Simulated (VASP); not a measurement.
# C in VASP: a series of runs

C is run at these levels: LDA; tasks: single point.

All numbers are computed with VASP 6.6.1; they aren't measurements. Logs are shortened: lines on timing, memory, paths and dates and some standing lists are left out, and cuts for length are marked.

## (1) The cell of the first run

Symmetry: Cmme, No. 67, orthorhombic system. The conventional cell has a = 2.456 Å, b = 4.254 Å, c = 7.173 Å, α = 90.00°, β = 90.00°, γ = 90.00°. C (site symmetry m) has 3 C at 1.42 Å within 1.9 Å.

## (2) Single point, LDA

The input, INCAR:

```
SYSTEM = C
ALGO = Normal ; EDIFF = 1E-7
ENCUT = 520 ; GGA = CA
ISIF = 2 ; ISMEAR = -5
LASPH = .True. ; LCHARG = .False.
LREAL = .False. ; LWAVE = .False.
NBANDS = 16 ; NELM = 60
PREC = Accurate ; SIGMA = 0.1
```

The input, KPOINTS:

```
k-points
0
Gamma
  18 18 6
  0 0 0
```

The input, POSCAR:

```
C
1.0
    1.2280479700     -2.1270618200      0.0000000000
    1.2280479700      2.1270618200      0.0000000000
    0.0000000000      0.0000000000      7.1732677600
C
4
Direct
    0.0833794600      0.9166205400      0.7531376000
    0.5833794600      0.4166205400      0.2468624000
    0.9166205400      0.0833794600      0.2468624000
    0.4166205400      0.5833794600      0.7531376000
```

Potentials or basis: VASP PAW LDA potentials, release 64 (C).

Command:

```
$ cat potpaw_LDA.64/C/POTCAR > POTCAR
$ mpirun -np 1 vasp_std > vasp.out
```

OUTCAR:

```text
SYSTEM = C
   EDIFF = 1E-7
   ENCUT = 520
   GGA = CA
   ISIF = 2
   ISMEAR = -5
   LASPH = .True.
   LREAL = .False.
   NELM = 60
   PREC = Accurate

 ion  position               nearest neighbor table
   1  0.083  0.917  0.753-   4 1.42   4 1.42   4 1.42
   2  0.583  0.417  0.247-   3 1.42   3 1.42   3 1.42
   3  0.917  0.083  0.247-   2 1.42   2 1.42   2 1.42
   4  0.417  0.583  0.753-   1 1.42   1 1.42   1 1.42

  LATTYP: Found a hexagonal cell.
 ALAT       =     2.4561135566
 C/A-ratio  =     2.9205765918

  Lattice vectors:

 A1 = (   1.2280479700,  -2.1270618200,   0.0000000000)
 A2 = (   1.2280479700,   2.1270618200,   0.0000000000)
 A3 = (   0.0000000000,   0.0000000000,   7.1732677600)

Analysis of symmetry for initial positions (statically):
=====================================================================
 Subroutine PRICEL returns:
 Original cell was already a primitive cell.

 Routine SETGRP: Setting up the symmetry group for a
 hexagonal supercell.

 Subroutine GETGRP returns: Found  8 space group operations
 (whereof  4 operations were pure point group operations)
 out of a pool of 24 trial point group operations.

The static configuration has the point symmetry C_2h.
 The point group associated with its full space group is D_2h.

Analysis of symmetry for dynamics (positions and initial velocities):
=====================================================================
 Subroutine PRICEL returns:
 Original cell was already a primitive cell.

 Routine SETGRP: Setting up the symmetry group for a
 hexagonal supercell.

 Subroutine GETGRP returns: Found  8 space group operations
 (whereof  4 operations were pure point group operations)
 out of a pool of 24 trial point group operations.

The dynamic configuration has the point symmetry C_2h.
 The point group associated with its full space group is D_2h.

 Subroutine INISYM returns: Found  8 space group operations
 (whereof  4 operations are pure point group operations),
 and found     1 'primitive' translations

----------------------------------------------------------------------------------------

                                     Primitive cell

  volume of cell :      37.4751

  direct lattice vectors                    reciprocal lattice vectors
     1.228047970 -2.127061820  0.000000000     0.407150219 -0.235066041  0.000000000
     1.228047970  2.127061820  0.000000000     0.407150219  0.235066041  0.000000000
     0.000000000  0.000000000  7.173267760     0.000000000  0.000000000  0.139406479

  length of vectors
     2.456113557  2.456113557  7.173267760     0.470135453  0.470135453  0.139406479

  position of ions in fractional coordinates (direct lattice)
     0.083379460  0.916620540  0.753137600
     0.583379460  0.416620540  0.246862400
     0.916620540  0.083379460  0.246862400
     0.416620540  0.583379460  0.753137600

  ion indices of the primitive-cell ions
   primitive index   ion index
                 1           1
                 2           2
                 3           3
                 4           4

----------------------------------------------------------------------------------------

 KPOINTS: k-points

Automatic generation of k-mesh.
 Grid dimensions read from file:
 generate k-points for:   18   18    6

 Generating k-lattice:

  Cartesian coordinates                     Fractional coordinates (reciprocal lattice)
     0.022619457 -0.013059224  0.000000000     0.055555556  0.000000000  0.000000000
     0.022619457  0.013059224  0.000000000     0.000000000  0.055555556  0.000000000
     0.000000000  0.000000000  0.023234413     0.000000000  0.000000000  0.166666667

  Length of vectors
     0.026118636  0.026118636  0.023234413

  Shift w.r.t. Gamma in fractional coordinates (k-lattice)
     0.000000000  0.000000000  0.000000000

 TETIRR: Found   2916 inequivalent tetrahedra from    11664

 Subroutine IBZKPT returns following result:
 ===========================================

 Found    364 irreducible k-points:

 Following reciprocal coordinates:
            Coordinates               Weight
  0.000000  0.000000  0.000000      1.000000
  0.055556  0.000000  0.000000      4.000000
 -0.055556  0.055556  0.000000      2.000000
  0.111111  0.000000  0.000000      4.000000
 -0.111111  0.111111  0.000000      2.000000
  0.166667  0.000000  0.000000      4.000000
[... 16 lines left out ...]
 -0.055556  0.166667  0.000000      4.000000
 -0.166667  0.111111  0.000000      4.000000
 [... further k-points ...]
   k-points           NKPTS =    364   k-points in BZ     NKDIM =    364   number of bands    NBANDS=     16
   number of dos      NEDOS =    301   number of ions     NIONS =      4
   total plane-waves  NPLWV =  17496
   dimension x,y,z NGX =    18 NGY =   18 NGZ =   54
   dimension x,y,z NGXF=    36 NGYF=   36 NGZF=  108
   ions per type =               4
   NGX,Y,Z   is equivalent  to a cutoff of  12.18, 12.18, 12.51 a.u.
   NGXF,Y,Z  is equivalent  to a cutoff of  24.37, 24.37, 25.03 a.u.
 SYSTEM =  C
   PREC   = accura    normal or accurate (medium, high low for compatibility)
   ISTART =      0    job   : 0-new  1-cont  2-samecut
   ICHARG =      2    charge: 1-file 2-atom 10-const
   ISPIN  =      1    spin polarized calculation?
   LNONCOLLINEAR =      F non collinear calculations
   LSORBIT =      F    spin-orbit coupling
   LASPH  =      T    aspherical Exc in radial PAW
   ENCUT  =  520.0 eV  38.22 Ry    6.18 a.u.   4.57  4.57 13.34*2*pi/ulx,y,z
   NELM   =     60;   NELMIN=  2; NELMDL= -5     # of ELM steps
   EDIFF  = 0.1E-06   stopping-criterion for ELM
   LREAL  =      F    real-space projection
   EDIFFG = 0.1E-05   stopping-criterion for IOM
   NSW    =      0    number of steps for IOM
   IBRION =     -1    ionic relax: 0-MD 1-quasi-New 2-CG
   NFREE  =      0    steps in history (QN), initial steepest desc. (CG)
   ISIF   =      2    stress and relaxation
   ISYM   =      2    0-nonsym 1-usesym 2-fastsym
   POTIM  = 0.5000    time-step for ionic-motion
   TEBEG  =    0.0;   TEEND  =   0.0 temperature during run
   PSTRESS=    0.0 pullay stress
   NELECT =      16.0000    total number of electrons
   NUPDOWN=      -1.0000    fix difference up-down
   EMIN   =  10.00;   EMAX   =-10.00  energy-range for DOS
   EFERMI =   0.00;   METHOD = LEGACY
   ISMEAR =    -5;   SIGMA  =   0.10  broadening in eV -4-tet -1-fermi 0-gaus
   EFERMI_NEDOS =   21; number of points for ismear=-14 and -15
   IALGO  =     38    algorithm
   IMIX   =      4    mixing-type and parameters
     AMIX     =   0.40;   BMIX     =  1.00
     AMIX_MAG =   1.60;   BMIX_MAG =  1.00
  volume/ion in A,a.u.               =       9.37        63.22
  Fermi-wavevector in a.u.,A,eV,Ry     =   1.232728  2.329519 20.675669  1.519619
  Thomas-Fermi vector in A             =   2.367487
   LORBIT       =      0    0 simple, 1 ext, 2 COOP (PROOUT), +10 PAW based schemes
   GGA     = CA    functional components
   LHFCALC =     F    Hartree Fock is set to
   AEXX    =    0.0000 exact exchange contribution
   IVDW    =     0    specifies the selected vdW correction
   LEPSILON=     F    determine dielectric tensor
   LRPA    =     F    only Hartree local field effects (RPA)
 non-spin polarized calculation
 Fermi weights with tetrahedron method with Bloechl corrections
  energy-cutoff  :      520.00
  volume of cell :       37.48
 maximum number of plane-waves:      1028
   NGX =  9   NGY =  9   NGZ = 27

 number of electron      15.9999996 magnetization

 Free energy of the ion-electron system (eV)
  ---------------------------------------------------
  ext. energy  EPLUGINS =         0.00000000
  ---------------------------------------------------
  free energy    TOTEN  =       -40.42772991 eV

  energy without entropy =      -40.42772991  energy(sigma->0) =      -40.42772991

 E-fermi :   4.0250     XC(G=0): -10.3387

 val. band max:        4.0247837691   @ k =   0.3333   0.3333   0.5000
 cond. band min:       4.0494601947   @ k =   0.3333   0.3333   0.5000
 fundamental gap:      0.0246764256
 Fermi energy:         4.0249560608

 k-point     1 :       0.0000    0.0000    0.0000
  band No.  band energies     occupation
      1     -15.4271      2.00000
      2     -15.2376      2.00000
      3      -4.3647      2.00000
      4      -2.9062      2.00000
      5       1.0196      2.00000
      6       1.0256      2.00000
[... 8 lines left out ...]
     15      15.4903      0.00000
     16      15.5718      0.00000

 k-point     2 :       0.0556    0.0000    0.0000
  band No.  band energies     occupation
      1     -15.3536      2.00000
      2     -15.1651      2.00000
      3      -4.2746      2.00000
      4      -2.8207      2.00000
      5       0.7333      2.00000
      6       0.7477      2.00000
[... 8 lines left out ...]
     15      15.2241      0.00000
     16      15.3285      0.00000

 k-point     3 :      -0.0556    0.0556    0.0000
  band No.  band energies     occupation
      1     -15.3536      2.00000
      2     -15.1652      2.00000
      3      -4.2747      2.00000
      4      -2.8205      2.00000
      5       0.7271      2.00000
      6       0.7368      2.00000
[... 8 lines left out ...]
     15      15.2467      0.00000
     16      15.3053      0.00000

 k-point     4 :       0.1111    0.0000    0.0000
  band No.  band energies     occupation
      1     -15.1335      2.00000
      2     -14.9478      2.00000
      3      -4.0049      2.00000
      4      -2.5652      2.00000
      5      -0.0734      2.00000
      6      -0.0494      2.00000
[... 8 lines left out ...]
     15      14.4660      0.00000
     16      14.6413      0.00000
[... 324 lines left out ...]
 k-point    22 :       0.1111    0.0556    0.0000
  band No.  band energies     occupation
      1     -14.9140      2.00000
      2     -14.7311      2.00000
      3      -3.7362      2.00000
      4      -2.3117      2.00000
      5      -0.7199      2.00000
      6      -0.6860      2.00000
[... 8 lines left out ...]
     15      14.1769      0.00000
     16      14.2260      0.00000

 k-point    23 :      -0.0556    0.1667    0.0000
  band No.  band energies     occupation
      1     -14.9140      2.00000
      2     -14.7312      2.00000
      3      -3.7368      2.00000
      4      -2.3109      2.00000
      5      -0.7170      2.00000
      6      -0.6988      2.00000
[... 8 lines left out ...]
     15      14.1642      0.00000
     16      14.2197      0.00000

 k-point    24 :      -0.1667    0.1111    0.0000
  band No.  band energies     occupation
      1     -14.9140      2.00000
      2     -14.7312      2.00000
      3      -3.7372      2.00000
      4      -2.3103      2.00000
      5      -0.7206      2.00000
      6      -0.7029      2.00000
[... 8 lines left out ...]
     15      14.1572      0.00000
     16      14.2172      0.00000

 [... further k-points ...]

------------------------ aborting loop because EDIFF is reached ----------------------------------------

  FORCE on cell =-STRESS in cart. coord.  units (eV):
  Direction    XX          YY          ZZ          XY          YZ          ZX
  --------------------------------------------------------------------------------------
  -------------------------------------------------------------------------------------
  Total       -0.9551077     -0.9912995     -0.2917528      0.0000000      0.0000000      0.0000000
  in kB      -40.8338618    -42.3811763    -12.4733495      0.0000000      0.0000000      0.0000000
  external PRESSURE =     -31.8961292 kB  Pullay stress =       0.0000000 kB

 VOLUME and BASIS-vectors are now :
 -----------------------------------------------------------------------------
  energy-cutoff  :      520.00
  volume of cell :       37.48
      direct lattice vectors                 reciprocal lattice vectors
     1.228047970 -2.127061820  0.000000000     0.407150219 -0.235066041  0.000000000
     1.228047970  2.127061820  0.000000000     0.407150219  0.235066041  0.000000000
     0.000000000  0.000000000  7.173267760     0.000000000  0.000000000  0.139406479

 POSITION                                       TOTAL-FORCE (eV/Angst)
 -----------------------------------------------------------------------------------
      1.22805      1.77236      5.40246         0.000000      0.026870     -0.002018
      1.22805     -0.35471      1.77081         0.000000      0.026870      0.002018
      1.22805     -1.77236      1.77081         0.000000     -0.026870      0.002018
      1.22805      0.35471      5.40246         0.000000     -0.026870     -0.002018
 -----------------------------------------------------------------------------------
    total drift:                                0.000000     -0.000000      0.000000

  FREE ENERGIE OF THE ION-ELECTRON SYSTEM (eV)
  ---------------------------------------------------
  free  energy   TOTEN  =       -40.4277299103 eV

  energy  without entropy=      -40.4277299103  energy(sigma->0) =      -40.42772991
```

Run time: 97 s. Hardware: 1 thread of Intel Xeon Platinum 8488C (Sapphire Rapids), shared host; peak memory 0.25 GiB.

Results:

```
Free energy   : -40.4277 eV
Pressure      : -3.2 GPa
Largest force : 0.027 eV/Å
```

Forces on the atoms (eV/Å):
```
C    0.000  0.027 -0.002
C    0.000  0.027  0.002
C    0.000 -0.027  0.002
C    0.000 -0.027 -0.002
```

Stress tensor (GPa, compression positive):
```
-4.08  0.00  0.00
 0.00 -4.24  0.00
 0.00  0.00 -1.25
```

Caveat: the cell stands under tension.

## (3) Single point, LDA (atoms moved at random and the cell strained at random)

The input, INCAR:

```
SYSTEM = C
ALGO = Normal
EDIFF = 1E-6
ENCUT = 520
ISIF = 2
ISMEAR = 0
LASPH = .TRUE.
LCHARG = .FALSE.
LREAL = .FALSE.
LWAVE = .FALSE.
NBANDS = 16
NELM = 100
PREC = Accurate
SIGMA = 0.1
```

The input, KPOINTS:

```
k-points
0
G
  14 14 4
  0 0 0
```

The input, POSCAR:

```
C
1.0
    1.2159619696     -2.1479622876      0.0091232276
    1.2232502972      2.1521701653     -0.0413730204
   -0.0941886657     -0.0851463517      7.1476530721
C
4
Direct
    0.1034933285      0.9456230676      0.7488005552
    0.5908149738      0.4138432831      0.2394105085
    0.9242568809      0.0859987362      0.2421136921
    0.4285181549      0.5893271320      0.7486182121
```

Potentials or basis: VASP PAW LDA potentials, release 64 (C).

Command:

```
$ cat potpaw_LDA.64/C/POTCAR > POTCAR
$ mpirun -np 1 vasp_std > vasp.out
```

Wall time 2 min (1 thread of Intel Xeon Platinum 8488C (Sapphire Rapids), shared host); peak memory 0.25 GiB.

The run converged. Its results:

| Property | Result |
| --- | --- |
| Free energy | -40.3298 eV |
| Pressure | -4.0 GPa |
| Largest force | 2.940 eV/Å |

Forces in eV/Å, atoms in the order of the input:
```
C   -2.273 -1.865  0.025
C    0.406  0.405  0.334
C   -0.402 -0.406 -0.324
C    2.269  1.866 -0.036
```

Stress tensor (GPa, compression positive):
```
  3.00   0.54   0.02
  0.54 -13.88   0.07
  0.02   0.07  -1.16
```

Caveat: the cell differs from its parent crystal (atoms moved at random and the cell strained at random); the cell stands under tension; forces of over 1 eV/Å act on the atoms, so gaps and moduli don't describe the material at rest.
